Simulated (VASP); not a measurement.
# Sc3Al (Pm-3m) in VASP: notebook

The runs below take Sc3Al through density of states, electric field gradients, with PBEsol.

Program: VASP 6.6.1. These are calculated values, not measurements. Logs are shortened: lines on timing, memory, paths and dates and some standing lists are left out, and cuts for length are marked.

### 1 The cell of the first run

The structure is cubic, space group Pm-3m (No. 221). Conventional cell: a = 4.375 Å, b = 4.375 Å, c = 4.375 Å, α = 90.00°, β = 90.00°, γ = 90.00°. Within 4.1 Å of Sc (site symmetry 4/mmm) lie 8 Sc at 3.09 Å and 4 Al at 3.09 Å. Al (site symmetry m-3m) has 12 Sc at 3.09 Å within 4.1 Å.

### 2 Density of states, PBEsol

Contents of POSCAR:

```
Sc3Al
1.0
    4.3747950000      0.0000000000      0.0000000000
    0.0000000000      4.3747950000      0.0000000000
    0.0000000000      0.0000000000      4.3747950000
Sc Al
3 1
Direct
    0.5000000000      0.0000000000      0.5000000000
    0.0000000000      0.5000000000      0.5000000000
    0.5000000000      0.5000000000      0.0000000000
    0.0000000000      0.0000000000      0.0000000000
```

Contents of INCAR.step1:

```
PREC     = Accurate       # precision mode
ENCUT    = 520            # plane-wave cutoff, eV
EDIFF    = 1E-6           # SCF threshold, eV
ISMEAR   = 0              # smearing method
SIGMA    = 0.1            # smearing width, eV
LREAL    = F              # projectors in reciprocal space
LASPH    = T              # aspherical terms in the spheres
NELM     = 80             # most SCF steps
ALGO     = Fast           # electronic algorithm
ISIF     = 2              # what is computed and relaxed
LWAVE    = F              # write WAVECAR
LCHARG   = T              # write CHGCAR
LMAXMIX  = 4              # l up to which the mixer works
GGA      = PS             # functional
NBANDS   = 26             # bands
```

Contents of KPOINTS.step1:

```
regular mesh
0
Gamma
  10 10 10
```

Contents of INCAR.step2:

```
PREC     = Accurate       # precision mode
ENCUT    = 520            # plane-wave cutoff, eV
EDIFF    = 1E-6           # SCF threshold, eV
ISMEAR   = -5             # smearing method
SIGMA    = 0.1            # smearing width, eV
LREAL    = F              # projectors in reciprocal space
LASPH    = T              # aspherical terms in the spheres
NELM     = 80             # most SCF steps
ALGO     = Fast           # electronic algorithm
ISIF     = 2              # what is computed and relaxed
LWAVE    = F              # write WAVECAR
LCHARG   = F              # write CHGCAR
LMAXMIX  = 4              # l up to which the mixer works
GGA      = PS             # functional
LORBIT   = 11             # projections on sites
NBANDS   = 26             # bands
NEDOS    = 2001           # points of the DOS
ICHARG   = 11             # starting density
```

Contents of KPOINTS.step2:

```
regular mesh
0
Gamma
  15 15 15
```

Potentials or basis: VASP PAW PBE potentials, release 64 (Sc_sv, Al).

The run is started by

```console
> cat potpaw_PBE.64/Sc_sv/POTCAR potpaw_PBE.64/Al/POTCAR > POTCAR
> cp INCAR.step1 INCAR
> cp KPOINTS.step1 KPOINTS
> mpirun -np 1 vasp_std > vasp.out
> cp INCAR.step2 INCAR
> cp KPOINTS.step2 KPOINTS
> mpirun -np 1 vasp_std > vasp.out
```

OUTCAR:

```text
PREC = Accurate
   ENCUT = 520
   EDIFF = 1E-6
   ISMEAR = -5
   LREAL = F
   LASPH = T
   NELM = 80
   ISIF = 2
   GGA = PS
   LORBIT = 11
   ICHARG = 11

 ion  position               nearest neighbor table
   1  0.500  0.000  0.500-   2 3.09   3 3.09   4 3.09   3 3.09   4 3.09   2 3.09   3 3.09   3 3.09
                             2 3.09   4 3.09   4 3.09   2 3.09
   2  0.000  0.500  0.500-   1 3.09   3 3.09   4 3.09   3 3.09   4 3.09   1 3.09   4 3.09   4 3.09
                             1 3.09   3 3.09   3 3.09   1 3.09
   3  0.500  0.500  0.000-   1 3.09   2 3.09   4 3.09   1 3.09   2 3.09   1 3.09   4 3.09   1 3.09
                             2 3.09   4 3.09   2 3.09   4 3.09
   4  0.000  0.000  0.000-   1 3.09   2 3.09   3 3.09   1 3.09   2 3.09   2 3.09   3 3.09   2 3.09
                             1 3.09   3 3.09   1 3.09   3 3.09

  LATTYP: Found a simple cubic cell.
 ALAT       =     4.3747950000

  Lattice vectors:

 A1 = (   4.3747950000,   0.0000000000,   0.0000000000)
 A2 = (   0.0000000000,   4.3747950000,   0.0000000000)
 A3 = (   0.0000000000,   0.0000000000,   4.3747950000)

Analysis of symmetry for initial positions (statically):
=====================================================================
 Subroutine PRICEL returns:
 Original cell was already a primitive cell.

 Routine SETGRP: Setting up the symmetry group for a
 simple cubic supercell.

 Subroutine GETGRP returns: Found 48 space group operations
 (whereof 48 operations were pure point group operations)
 out of a pool of 48 trial point group operations.

The static configuration has the point symmetry O_h .

Analysis of symmetry for dynamics (positions and initial velocities):
=====================================================================
 Subroutine PRICEL returns:
 Original cell was already a primitive cell.

 Routine SETGRP: Setting up the symmetry group for a
 simple cubic supercell.

 Subroutine GETGRP returns: Found 48 space group operations
 (whereof 48 operations were pure point group operations)
 out of a pool of 48 trial point group operations.

The dynamic configuration has the point symmetry O_h .

 Subroutine INISYM returns: Found 48 space group operations
 (whereof 48 operations are pure point group operations),
 and found     1 'primitive' translations

----------------------------------------------------------------------------------------

                                     Primitive cell

  volume of cell :      83.7285

  direct lattice vectors                    reciprocal lattice vectors
     4.374795000  0.000000000  0.000000000     0.228582139  0.000000000  0.000000000
     0.000000000  4.374795000  0.000000000     0.000000000  0.228582139  0.000000000
     0.000000000  0.000000000  4.374795000     0.000000000  0.000000000  0.228582139

  length of vectors
     4.374795000  4.374795000  4.374795000     0.228582139  0.228582139  0.228582139

  position of ions in fractional coordinates (direct lattice)
     0.500000000  0.000000000  0.500000000
     0.000000000  0.500000000  0.500000000
     0.500000000  0.500000000  0.000000000
     0.000000000  0.000000000  0.000000000

  ion indices of the primitive-cell ions
   primitive index   ion index
                 1           1
                 2           2
                 3           3
                 4           4

----------------------------------------------------------------------------------------

 KPOINTS: regular mesh

Automatic generation of k-mesh.
 Grid dimensions read from file:
 generate k-points for:   15   15   15

 Generating k-lattice:

  Cartesian coordinates                     Fractional coordinates (reciprocal lattice)
     0.015238809  0.000000000  0.000000000     0.066666667  0.000000000  0.000000000
     0.000000000  0.015238809  0.000000000     0.000000000  0.066666667  0.000000000
     0.000000000  0.000000000  0.015238809     0.000000000  0.000000000  0.066666667

  Length of vectors
     0.015238809  0.015238809  0.015238809

  Shift w.r.t. Gamma in fractional coordinates (k-lattice)
     0.000000000  0.000000000  0.000000000

 TETIRR: Found   1667 inequivalent tetrahedra from    20250

 Subroutine IBZKPT returns following result:
 ===========================================

 Found    120 irreducible k-points:

 Following reciprocal coordinates:
            Coordinates               Weight
  0.000000  0.000000  0.000000      1.000000
  0.066667  0.000000  0.000000      6.000000
  0.133333  0.000000  0.000000      6.000000
  0.200000  0.000000  0.000000      6.000000
  0.266667  0.000000  0.000000      6.000000
  0.333333  0.000000  0.000000      6.000000
[... 16 lines left out ...]
  0.266667  0.200000  0.000000     24.000000
  0.333333  0.200000  0.000000     24.000000
 [... further k-points ...]
   k-points           NKPTS =    120   k-points in BZ     NKDIM =    120   number of bands    NBANDS=     26
   number of dos      NEDOS =   2001   number of ions     NIONS =      4
   total plane-waves  NPLWV =  46656
   dimension x,y,z NGX =    36 NGY =   36 NGZ =   36
   dimension x,y,z NGXF=    72 NGYF=   72 NGZF=   72
   ions per type =               3   1
   NGX,Y,Z   is equivalent  to a cutoff of  13.68, 13.68, 13.68 a.u.
   NGXF,Y,Z  is equivalent  to a cutoff of  27.36, 27.36, 27.36 a.u.
 SYSTEM =  unknown system
   PREC   = accura    normal or accurate (medium, high low for compatibility)
   ISTART =      0    job   : 0-new  1-cont  2-samecut
   ICHARG =     11    charge: 1-file 2-atom 10-const
   ISPIN  =      1    spin polarized calculation?
   LNONCOLLINEAR =      F non collinear calculations
   LSORBIT =      F    spin-orbit coupling
   LASPH  =      T    aspherical Exc in radial PAW
   ENCUT  =  520.0 eV  38.22 Ry    6.18 a.u.   8.13  8.13  8.13*2*pi/ulx,y,z
   NELM   =     80;   NELMIN=  2; NELMDL=  0     # of ELM steps
   EDIFF  = 0.1E-05   stopping-criterion for ELM
   LREAL  =      F    real-space projection
   EDIFFG = 0.1E-04   stopping-criterion for IOM
   NSW    =      0    number of steps for IOM
   IBRION =     -1    ionic relax: 0-MD 1-quasi-New 2-CG
   NFREE  =      0    steps in history (QN), initial steepest desc. (CG)
   ISIF   =      2    stress and relaxation
   ISYM   =      2    0-nonsym 1-usesym 2-fastsym
   POTIM  = 0.5000    time-step for ionic-motion
   TEBEG  =    0.0;   TEEND  =   0.0 temperature during run
   PSTRESS=    0.0 pullay stress
   NELECT =      36.0000    total number of electrons
   NUPDOWN=      -1.0000    fix difference up-down
   EMIN   =  10.00;   EMAX   =-10.00  energy-range for DOS
   EFERMI =   0.00;   METHOD = LEGACY
   ISMEAR =    -5;   SIGMA  =   0.10  broadening in eV -4-tet -1-fermi 0-gaus
   EFERMI_NEDOS =   21; number of points for ismear=-14 and -15
   IALGO  =     68    algorithm
   IMIX   =      4    mixing-type and parameters
     AMIX     =   0.40;   BMIX     =  1.00
     AMIX_MAG =   1.60;   BMIX_MAG =  1.00
  volume/ion in A,a.u.               =      20.93       141.26
  Fermi-wavevector in a.u.,A,eV,Ry     =   1.235619  2.334982 20.772758  1.526755
  Thomas-Fermi vector in A             =   2.370261
   LORBIT       =     11    0 simple, 1 ext, 2 COOP (PROOUT), +10 PAW based schemes
   GGA     = PS    functional components
   LHFCALC =     F    Hartree Fock is set to
   AEXX    =    0.0000 exact exchange contribution
   IVDW    =     0    specifies the selected vdW correction
   LEPSILON=     F    determine dielectric tensor
   LRPA    =     F    only Hartree local field effects (RPA)
 non-spin polarized calculation
 RMM-DIIS sequential band-by-band and
 Fermi weights with tetrahedron method with Bloechl corrections
  energy-cutoff  :      520.00
  volume of cell :       83.73
 maximum number of plane-waves:      2301
 NGX is ok and might be reduce to    36

 number of electron      35.9999994 magnetization

 Free energy of the ion-electron system (eV)
  ---------------------------------------------------
  ext. energy  EPLUGINS =         0.00000000
  ---------------------------------------------------
  free energy    TOTEN  =       -24.94126745 eV

  energy without entropy =      -24.94126745  energy(sigma->0) =      -24.94126745

 E-fermi :   4.8591     XC(G=0): -10.3604

 val. band max:        4.8430533719   @ k =   0.4667   0.3333   0.2667
 cond. band min:       4.8496529751   @ k =   0.4000   0.0000   0.0000
 fundamental gap:      0.0065996032
 Fermi energy:         4.8590875610

 k-point     1 :       0.0000    0.0000    0.0000
  band No.  band energies     occupation
      1     -44.2658      2.00000
      2     -44.1478      2.00000
      3     -44.1478      2.00000
      4     -23.1890      2.00000
      5     -23.1890      2.00000
      6     -23.1890      2.00000
[... 18 lines left out ...]
     25       7.2966      0.00000
     26       8.5621      0.00000

 k-point     2 :       0.0667    0.0000    0.0000
  band No.  band energies     occupation
      1     -44.2646      2.00000
      2     -44.1489      2.00000
      3     -44.1478      2.00000
      4     -23.1861      2.00000
      5     -23.1861      2.00000
      6     -23.1847      2.00000
[... 18 lines left out ...]
     25       7.3508      0.00000
     26       8.4627      0.00000

 k-point     3 :       0.1333    0.0000    0.0000
  band No.  band energies     occupation
      1     -44.2612      2.00000
      2     -44.1523      2.00000
      3     -44.1477      2.00000
      4     -23.1778      2.00000
      5     -23.1778      2.00000
      6     -23.1720      2.00000
[... 572 lines left out ...]
 k-point    23 :       0.2667    0.2000    0.0000
  band No.  band energies     occupation
      1     -44.2402      2.00000
      2     -44.1664      2.00000
      3     -44.1542      2.00000
      4     -23.1760      2.00000
      5     -23.1229      2.00000
      6     -23.0589      2.00000
[... 18 lines left out ...]
     25       7.6750      0.00000
     26       7.8767      0.00000

 k-point    24 :       0.3333    0.2000    0.0000
  band No.  band energies     occupation
      1     -44.2326      2.00000
      2     -44.1733      2.00000
      3     -44.1546      2.00000
      4     -23.1643      2.00000
      5     -23.1043      2.00000
      6     -23.0362      2.00000
[... 18 lines left out ...]
     25       7.7735      0.00000
     26       8.0464      0.00000

 [... further k-points ...]
[... 5 lines left out ...]
  --------------------------------------------------------------------------------------
  -------------------------------------------------------------------------------------
  Total       -0.0761695     -0.0761695     -0.0761695     -0.0000000      0.0000000      0.0000000
  in kB       -1.4575331     -1.4575331     -1.4575331     -0.0000000      0.0000000      0.0000000
  external PRESSURE =      -1.4575331 kB  Pullay stress =       0.0000000 kB

 VOLUME and BASIS-vectors are now :
 -----------------------------------------------------------------------------
  energy-cutoff  :      520.00
  volume of cell :       83.73
      direct lattice vectors                 reciprocal lattice vectors
     4.374795000  0.000000000  0.000000000     0.228582139  0.000000000  0.000000000
     0.000000000  4.374795000  0.000000000     0.000000000  0.228582139  0.000000000
     0.000000000  0.000000000  4.374795000     0.000000000  0.000000000  0.228582139

 POSITION                                       TOTAL-FORCE (eV/Angst)
 -----------------------------------------------------------------------------------
      2.18740      0.00000      2.18740         0.000000      0.000000      0.000000
      0.00000      2.18740      2.18740         0.000000      0.000000      0.000000
      2.18740      2.18740      0.00000         0.000000      0.000000      0.000000
      0.00000      0.00000      0.00000         0.000000      0.000000      0.000000
 -----------------------------------------------------------------------------------
    total drift:                                0.000000      0.000000      0.000000

  FREE ENERGIE OF THE ION-ELECTRON SYSTEM (eV)
  ---------------------------------------------------
  free  energy   TOTEN  =       -24.9412674467 eV

  energy  without entropy=      -24.9412674467  energy(sigma->0) =      -24.94126745

 total charge

# of ion       s       p       d       tot
------------------------------------------
    1        2.273   6.116   1.100   9.488
    2        2.273   6.116   1.100   9.488
    3        2.273   6.116   1.100   9.488
    4        0.414   0.386   0.000   0.800
--------------------------------------------------
tot          7.233  18.733   3.299  29.264
```

It took 2.6 min on 1 thread of Intel Xeon Platinum 8559C (Emerald Rapids), shared host; peak memory 0.34 GiB.

Results:

* Valence electrons inside the program's atomic spheres: Sc 9.49; Al 0.80

Caveat: the PAW data sets were made with another functional, which shifts forces and pressure a little; tetrahedron occupations give inexact forces and stress in metals.

### 3 Density of states, PBEsol

Contents of POSCAR:

```
Sc3Al
1.0
    4.3747949981      0.0000000000      0.0000000000
    0.0000000000      4.3747949981      0.0000000000
    0.0000000000      0.0000000000      4.3747949981
Sc Al
3 1
Direct
    0.5000000000      0.0000000000      0.5000000000
    0.0000000000      0.5000000000      0.5000000000
    0.5000000000      0.5000000000      0.0000000000
    0.0000000000      0.0000000000      0.0000000000
```

INCAR.step1 is that of step 2.

KPOINTS.step1 is that of step 2.

INCAR.step2 is that of step 2.

KPOINTS.step2 is that of step 2.

Potentials or basis: VASP PAW PBE potentials, release 64 (Sc_sv, Al).

The run is started by

```console
> cat potpaw_PBE.64/Sc_sv/POTCAR potpaw_PBE.64/Al/POTCAR > POTCAR
> cp INCAR.step1 INCAR
> cp KPOINTS.step1 KPOINTS
> mpirun -np 1 vasp_std > vasp.out
> cp INCAR.step2 INCAR
> cp KPOINTS.step2 KPOINTS
> mpirun -np 1 vasp_std > vasp.out
```

It took 9.4 min on 1 thread of Intel Xeon 8259CL, shared host; peak memory 0.36 GiB.

It converged, with:

| Item | Value |
| --- | --- |
| Valence electrons inside the program's atomic spheres | Sc 9.49; Al 0.80 |

Levels at points of the mesh, in eV from the Fermi level:
```tsv
k point	band 14	band 15	band 16	band 17	band 18	band 19	band 20	band 21	band 22	band 23
(0.00, 0.00, 0.00)	-2.59	-1.07	-1.07	-0.45	-0.45	-0.45	0.70	0.70	0.70	2.43
```

Caveat: the PAW data sets were made with another functional, which shifts forces and pressure a little; tetrahedron occupations give inexact forces and stress in metals.

(Continued in part 2 of 2.)
